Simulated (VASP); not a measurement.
# I (Fm-3m) in VASP: further runs

Runs on I. Level: PBE. Tasks: single point, relaxation of cell and atoms.

All numbers are computed with VASP 6.6.1; they aren't measurements. Logs are shortened: lines on timing, memory, paths and dates and some standing lists are left out, and cuts for length are marked.

## 1. The cell of the first run

Symmetry: Fm-3m, No. 225, cubic system. The conventional cell has a = 5.192 Å, b = 5.192 Å, c = 5.192 Å, α = 90.00°, β = 90.00°, γ = 90.00°. I (site symmetry m-3m) has 12 I at 3.67 Å within 4.8 Å.

## 2. Single point, PBE

Input file INCAR:

```
PREC = Accurate
ENCUT = 500
EDIFF = 1E-6
ISMEAR = -1
SIGMA = 0.02
LREAL = F
LASPH = T
NELM = 120
ALGO = Normal
ISIF = 2
LWAVE = F
LCHARG = F
GGA = PE
NBANDS = 10
GGA_COMPAT = F
```

Input file KPOINTS:

```
Automatic mesh
0
Gamma
  15 15 15
```

Input file POSCAR:

```
I
1.0
    0.0000000000      2.5960792129      2.5960792129
    2.5960792129      0.0000000000      2.5960792129
    2.5960792129      2.5960792129      0.0000000000
I
1
Direct
    0.0000000000      0.0000000000      0.0000000000
```

Potentials or basis: VASP PAW PBE potentials, release 64 (I).

Started as:

```console
$ cat potpaw_PBE.64/I/POTCAR > POTCAR
$ mpirun -np 1 vasp_std > vasp.out
```

OUTCAR:

```text
PREC = Accurate
   ENCUT = 500
   EDIFF = 1E-6
   ISMEAR = -1
   LREAL = F
   LASPH = T
   NELM = 120
   ISIF = 2
   GGA = PE

 ion  position               nearest neighbor table
   1  0.000  0.000  0.000-

  LATTYP: Found a face centered cubic cell.
 ALAT       =     5.1921584258

  Lattice vectors:

 A1 = (   0.0000000000,   2.5960792129,   2.5960792129)
 A2 = (   2.5960792129,   0.0000000000,   2.5960792129)
 A3 = (   2.5960792129,   2.5960792129,   0.0000000000)

Analysis of symmetry for initial positions (statically):
=====================================================================
 Subroutine PRICEL returns:
 Original cell was already a primitive cell.

 Routine SETGRP: Setting up the symmetry group for a
 face centered cubic supercell.

 Subroutine GETGRP returns: Found 48 space group operations
 (whereof 48 operations were pure point group operations)
 out of a pool of 48 trial point group operations.

The static configuration has the point symmetry O_h .

Analysis of symmetry for dynamics (positions and initial velocities):
=====================================================================
 Subroutine PRICEL returns:
 Original cell was already a primitive cell.

 Routine SETGRP: Setting up the symmetry group for a
 face centered cubic supercell.

 Subroutine GETGRP returns: Found 48 space group operations
 (whereof 48 operations were pure point group operations)
 out of a pool of 48 trial point group operations.

The dynamic configuration has the point symmetry O_h .

 Subroutine INISYM returns: Found 48 space group operations
 (whereof 48 operations are pure point group operations),
 and found     1 'primitive' translations

----------------------------------------------------------------------------------------

                                     Primitive cell

  volume of cell :      34.9932

  direct lattice vectors                    reciprocal lattice vectors
     0.000000000  2.596079213  2.596079213    -0.192598129  0.192598129  0.192598129
     2.596079213  0.000000000  2.596079213     0.192598129 -0.192598129  0.192598129
     2.596079213  2.596079213  0.000000000     0.192598129  0.192598129 -0.192598129

  length of vectors
     3.671410432  3.671410432  3.671410432     0.333589745  0.333589745  0.333589745

  position of ions in fractional coordinates (direct lattice)
     0.000000000  0.000000000  0.000000000

  ion indices of the primitive-cell ions
   primitive index   ion index
                 1           1

----------------------------------------------------------------------------------------

 KPOINTS: Automatic mesh

Automatic generation of k-mesh.
 Grid dimensions read from file:
 generate k-points for:   15   15   15

 Generating k-lattice:

  Cartesian coordinates                     Fractional coordinates (reciprocal lattice)
    -0.012839875  0.012839875  0.012839875     0.066666667  0.000000000  0.000000000
     0.012839875 -0.012839875  0.012839875     0.000000000  0.066666667  0.000000000
     0.012839875  0.012839875 -0.012839875     0.000000000  0.000000000  0.066666667

  Length of vectors
     0.022239316  0.022239316  0.022239316

  Shift w.r.t. Gamma in fractional coordinates (k-lattice)
     0.000000000  0.000000000  0.000000000

 Subroutine IBZKPT returns following result:
 ===========================================

 Found    120 irreducible k-points:

 Following reciprocal coordinates:
            Coordinates               Weight
  0.000000  0.000000  0.000000      1.000000
  0.066667  0.000000  0.000000      8.000000
  0.133333  0.000000  0.000000      8.000000
  0.200000  0.000000  0.000000      8.000000
  0.266667  0.000000  0.000000      8.000000
  0.333333  0.000000  0.000000      8.000000
[... 16 lines left out ...]
  0.133333  0.133333  0.000000      6.000000
  0.200000  0.133333  0.000000     24.000000
 [... further k-points ...]
   k-points           NKPTS =    120   k-points in BZ     NKDIM =    120   number of bands    NBANDS=     10
   number of dos      NEDOS =    301   number of ions     NIONS =      1
   total plane-waves  NPLWV =  21952
   dimension x,y,z NGX =    28 NGY =   28 NGZ =   28
   dimension x,y,z NGXF=    56 NGYF=   56 NGZF=   56
   ions per type =               1
   NGX,Y,Z   is equivalent  to a cutoff of  12.68, 12.68, 12.68 a.u.
   NGXF,Y,Z  is equivalent  to a cutoff of  25.36, 25.36, 25.36 a.u.
 SYSTEM =  unknown system
   PREC   = accura    normal or accurate (medium, high low for compatibility)
   ISTART =      0    job   : 0-new  1-cont  2-samecut
   ICHARG =      2    charge: 1-file 2-atom 10-const
   ISPIN  =      1    spin polarized calculation?
   LNONCOLLINEAR =      F non collinear calculations
   LSORBIT =      F    spin-orbit coupling
   LASPH  =      T    aspherical Exc in radial PAW
   ENCUT  =  500.0 eV  36.75 Ry    6.06 a.u.   6.69  6.69  6.69*2*pi/ulx,y,z
   NELM   =    120;   NELMIN=  2; NELMDL= -5     # of ELM steps
   EDIFF  = 0.1E-05   stopping-criterion for ELM
   LREAL  =      F    real-space projection
   EDIFFG = 0.1E-04   stopping-criterion for IOM
   NSW    =      0    number of steps for IOM
   IBRION =     -1    ionic relax: 0-MD 1-quasi-New 2-CG
   NFREE  =      0    steps in history (QN), initial steepest desc. (CG)
   ISIF   =      2    stress and relaxation
   ISYM   =      2    0-nonsym 1-usesym 2-fastsym
   POTIM  = 0.5000    time-step for ionic-motion
   TEBEG  =    0.0;   TEEND  =   0.0 temperature during run
   PSTRESS=    0.0 pullay stress
   NELECT =       7.0000    total number of electrons
   NUPDOWN=      -1.0000    fix difference up-down
   EMIN   =  10.00;   EMAX   =-10.00  energy-range for DOS
   EFERMI =   0.00;   METHOD = LEGACY
   ISMEAR =    -1;   SIGMA  =   0.02  broadening in eV -4-tet -1-fermi 0-gaus
   EFERMI_NEDOS =   21; number of points for ismear=-14 and -15
   IALGO  =     38    algorithm
   IMIX   =      4    mixing-type and parameters
     AMIX     =   0.40;   BMIX     =  1.00
     AMIX_MAG =   1.60;   BMIX_MAG =  1.00
  volume/ion in A,a.u.               =      34.99       236.15
  Fermi-wavevector in a.u.,A,eV,Ry     =   0.957443  1.809305 12.472420  0.916697
  Thomas-Fermi vector in A             =   2.086461
   LORBIT       =      0    0 simple, 1 ext, 2 COOP (PROOUT), +10 PAW based schemes
   GGA     = PE    functional components
   LHFCALC =     F    Hartree Fock is set to
   AEXX    =    0.0000 exact exchange contribution
   IVDW    =     0    specifies the selected vdW correction
   LEPSILON=     F    determine dielectric tensor
   LRPA    =     F    only Hartree local field effects (RPA)
 non-spin polarized calculation
  energy-cutoff  :      500.00
  volume of cell :       34.99
 maximum number of plane-waves:       905
   NGX = 13   NGY = 13   NGZ = 13

 number of electron       6.9999999 magnetization

 Free energy of the ion-electron system (eV)
  ---------------------------------------------------
  ext. energy  EPLUGINS =         0.00000000
  ---------------------------------------------------
  free energy    TOTEN  =        -1.03817134 eV

  energy without entropy =       -1.03546645  energy(sigma->0) =       -1.03681889

 E-fermi :   4.4857     XC(G=0):  -9.1189

 val. band max:        4.4820927437   @ k =  -0.3333   0.2000   0.0667
 cond. band min:       4.4904474808   @ k =   0.4000   0.2000   0.0667
 fundamental gap:      0.0083547371
 Fermi energy:         4.4856780653

 k-point     1 :       0.0000    0.0000    0.0000
  band No.  band energies     occupation
      1      -8.9327      2.00000
      2       5.4797      0.00000
      3       5.4797      0.00000
      4       5.4797      0.00000
      5      11.6665      0.00000
      6      14.1349      0.00000
      7      14.1349      0.00000
      8      14.1349      0.00000
      9      16.2734      0.00000
     10      17.8763      0.00000

 k-point     2 :       0.0667    0.0000    0.0000
  band No.  band energies     occupation
      1      -8.8852      2.00000
      2       5.1120      0.00000
      3       5.4425      0.00000
      4       5.4425      0.00000
      5      11.9468      0.00000
      6      13.8504      0.00000
      7      14.2320      0.00000
      8      14.2320      0.00000
      9      16.8553      0.00000
     10      17.4511      0.00000

 k-point     3 :       0.1333    0.0000    0.0000
  band No.  band energies     occupation
      1      -8.7461      2.00000
      2       4.2215      2.00000
      3       5.3413      0.00000
      4       5.3413      0.00000
      5      12.2716      0.00000
      6      13.8116      0.00000
      7      14.4558      0.00000
      8      14.4558      0.00000
      9      16.8514      0.00000
     10      16.8514      0.00000

 k-point     4 :       0.2000    0.0000    0.0000
  band No.  band energies     occupation
      1      -8.5267      2.00000
      2       3.1332      2.00000
      3       5.2008      0.00000
      4       5.2008      0.00000
      5      12.0153      0.00000
      6      14.5567      0.00000
      7      14.5567      0.00000
      8      14.6746      0.00000
      9      16.6744      0.00000
     10      16.6744      0.00000
[... 222 lines left out ...]
 k-point    22 :      -0.0667    0.0667    0.0000
  band No.  band energies     occupation
      1      -8.8071      2.00000
      2       4.6702      0.00020
      3       5.2132      0.00000
      4       5.4573      0.00000
      5      12.3216      0.00000
      6      13.4844      0.00000
      7      14.3004      0.00000
      8      14.5862      0.00000
      9      16.6643      0.00000
     10      17.3505      0.00000

 k-point    23 :       0.1333    0.1333    0.0000
  band No.  band energies     occupation
      1      -8.6836      2.00000
      2       4.3509      1.99764
      3       5.0138      0.00000
      4       5.0138      0.00000
      5      12.6621      0.00000
      6      12.8497      0.00000
      7      15.0236      0.00000
      8      15.0236      0.00000
      9      15.4173      0.00000
     10      18.1727      0.00000

 k-point    24 :       0.2000    0.1333    0.0000
  band No.  band energies     occupation
      1      -8.5209      2.00000
      2       3.6316      2.00000
      3       4.8114      0.00000
      4       4.8769      0.00000
      5      12.3178      0.00000
      6      13.0540      0.00000
      7      14.6873      0.00000
      8      15.3929      0.00000
      9      15.9980      0.00000
     10      18.1249      0.00000

 [... further k-points ...]

------------------------ aborting loop because EDIFF is reached ----------------------------------------

  FORCE on cell =-STRESS in cart. coord.  units (eV):
  Direction    XX          YY          ZZ          XY          YZ          ZX
  --------------------------------------------------------------------------------------
  -------------------------------------------------------------------------------------
  Total       -0.0090212     -0.0090212     -0.0090212      0.0000000      0.0000000     -0.0000000
  in kB       -0.4130397     -0.4130397     -0.4130397      0.0000000      0.0000000     -0.0000000
  external PRESSURE =      -0.4130397 kB  Pullay stress =       0.0000000 kB

 VOLUME and BASIS-vectors are now :
 -----------------------------------------------------------------------------
  energy-cutoff  :      500.00
  volume of cell :       34.99
      direct lattice vectors                 reciprocal lattice vectors
     0.000000000  2.596079213  2.596079213    -0.192598129  0.192598129  0.192598129
     2.596079213  0.000000000  2.596079213     0.192598129 -0.192598129  0.192598129
     2.596079213  2.596079213  0.000000000     0.192598129  0.192598129 -0.192598129

 POSITION                                       TOTAL-FORCE (eV/Angst)
 -----------------------------------------------------------------------------------
      0.00000      0.00000      0.00000        -0.000000      0.000000     -0.000000
 -----------------------------------------------------------------------------------
    total drift:                                0.000000     -0.000000     -0.000000

  FREE ENERGIE OF THE ION-ELECTRON SYSTEM (eV)
  ---------------------------------------------------
  free  energy   TOTEN  =        -1.0381713370 eV

  energy  without entropy=       -1.0354664497  energy(sigma->0) =       -1.03681889
```

Wall time 16 s (1 thread of AMD EPYC 9R45 (Zen 5), shared host); peak memory 0.15 GiB.

What came out:

```yaml
Free_energy: -1.0382 eV
Pressure: 0.0 GPa
Band_gap_on_the_k_mesh: zero (an odd number of electrons rules out a gap without spin polarisation)
```

Caveat: spin-orbit coupling is left out, which moves the levels of the heavy elements; an odd number of electrons without spin polarisation forces a metal; a magnetic or distorted state may lie lower.

## 3. Relaxation of cell and atoms, PBE

This run uses another cell than the first one, of 32.77 Å³/atom.

Input file INCAR:

```
SYSTEM = I
ALGO     = Normal         ! electronic algorithm
EDIFF    = 1E-7           ! SCF threshold, eV
EDIFFG   = -0.01          ! ionic threshold
ENCUT    = 500            ! plane-wave cutoff, eV
GGA      = PE             ! functional
GGA_COMPAT= .FALSE.      
IBRION   = 2              ! ionic algorithm
ISIF     = 3              ! what is computed and relaxed
ISMEAR   = -1             ! smearing method
LASPH    = .TRUE.         ! aspherical terms in the spheres
LCHARG   = .FALSE.        ! write CHGCAR
LREAL    = .FALSE.        ! projectors in reciprocal space
LWAVE    = .FALSE.        ! write WAVECAR
NELM     = 120            ! most SCF steps
NELMIN   = 4            
NSW      = 80             ! ionic steps
PREC     = Accurate       ! precision mode
SIGMA    = 0.02           ! smearing width, eV
```

Input file KPOINTS:

```
k-points
0
G
  15 15 15
  0 0 0
```

Input file POSCAR:

```
I
1.0
    0.0000000000      2.5400000000      2.5400000000
    2.5400000000      0.0000000000      2.5400000000
    2.5400000000      2.5400000000      0.0000000000
I
1
Direct
    0.0000000000      0.0000000000      0.0000000000
```

Potentials or basis: VASP PAW PBE potentials, release 64 (I).

Started as:

```console
$ cat potpaw_PBE.64/I/POTCAR > POTCAR
$ mpirun -np 1 vasp_std > vasp.out
```

Run time: 46 s. Hardware: 1 thread of AMD EPYC 9R45 (Zen 5), shared host; peak memory 0.15 GiB.

Results (log left out):

```
Free energy                           : -1.0381 eV
Relaxed volume                        : 34.99 Å³/atom
Relaxed cell                          : a = 3.671 Å, b = 3.671 Å, c = 3.671 Å, α = 60.00°, β = 60.00°, γ = 60.00°
Space group after relaxing (to 0.1 Å) : Fm-3m (No. 225)
Energy gained by relaxing             : 11.7 meV/atom
Ionic steps                           : 3
Pressure after relaxing               : 0.0 GPa
Band gap on the k mesh                : zero (an odd number of electrons rules out a gap without spin polarisation)
```

The path:
```csv
step,energy change (eV),largest force (eV/Å),pressure (GPa),volume (Å³)
1,0.0000,0.0000,1.83,32.77
2,-0.0114,0.0000,0.27,34.58
3,-0.0117,0.0000,-0.01,34.99
```

Final structure:
```
I
1.0
     0.00000    2.59605    2.59605
     2.59605    0.00000    2.59605
     2.59605    2.59605    0.00000
I
1
Direct
  0.00000 0.00000 0.00000
```

Levels at points of the mesh, in eV from the Fermi level:
```csv
k point,band 2,band 3,band 4,band 5,band 6,band 7
"(0.00, 0.00, 0.00)",0.99,0.99,0.99,7.18,9.65,9.65
```

Caveat: spin-orbit coupling is left out, which moves the levels of the heavy elements; an odd number of electrons without spin polarisation forces a metal; a magnetic or distorted state may lie lower.
